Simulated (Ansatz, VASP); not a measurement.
## One calculation of Cs, two programs

INCAR

```
SYSTEM = Cs
ALGO = Normal
EDIFF = 1E-7
ENCUT = 520
GGA = PS
ISIF = 2
ISMEAR = -1
LASPH = .True.
LCHARG = .True.
LELF = .True.
LREAL = .False.
LVHAR = .True.
LWAVE = .False.
NBANDS = 20
NELM = 60
PREC = Accurate
SIGMA = 0.1
```

File KPOINTS:

```
k-points
0
Gamma
  5 5 7
  0 0 0
```

File POSCAR:

```
Cs
1.0
    8.2344968771      0.0000000000      0.0000000000
   -4.1172484386      7.1312834829      0.0000000000
    0.0000000000      0.0000000000      4.9014035216
Cs
3
Direct
    0.0000000000      0.0000000000      0.0000000000
    0.3333333333      0.6666666667      0.5000000000
    0.6666666667      0.3333333333      0.5000000000
```

Input for Ansatz:

```yaml
crystal:
  lattice:
    - [8.2344968771, 0.0, 0.0]
    - [-4.1172484386, 7.1312834829, 0.0]
    - [0.0, 0.0, 4.9014035216]
  atoms:
    - { symbol: Cs, position: [0.0, 0.0, 0.0] }
    - { symbol: Cs, position: [0.3333333333, 0.6666666667, 0.5] }
    - { symbol: Cs, position: [0.6666666667, 0.3333333333, 0.5] }
hamiltonian:
  xc: pbesol
  pseudopotentials:
    kind: paw
    azcp:
      Cs: "pseudopotentials/Cs.paw.azcp"
basis:
  ecutwfc: 420
  fft_grid_basis: typed
kpoints:
  mp_grid: { grid: [5, 5, 7], shift: [0, 0, 0] }
magnetization:
  spin_polarized: false
scf:
  occupations: { method: fermi_dirac, width: 0.1 }
  lower_state_search: "off"
output:
  stress: true
```

Alike in both runs: task single point; functional PBEsol; k mesh 5 × 5 × 7; occupations fermi-dirac, width 0.1 eV; no spin polarisation.

|  | VASP | Ansatz |
| --- | --- | --- |
| version | VASP 6.6.1 | Ansatz 0.2.0 |
| potentials or method | VASP PAW PBE potentials, release 64 (Cs_sv), cutoff 520 eV | plane waves (420 eV) with PAW, scalar-relativistic |
| valence electrons in the cell | 27 | 27 |

```tsv
	VASP	Ansatz	Ansatz less VASP
pressure (GPa)	0.3	0.3	+0.01
```

VASP's potentials were made for PBE, not for PBEsol, and Ansatz warns of the same on its side.

Spin-orbit coupling is off throughout.
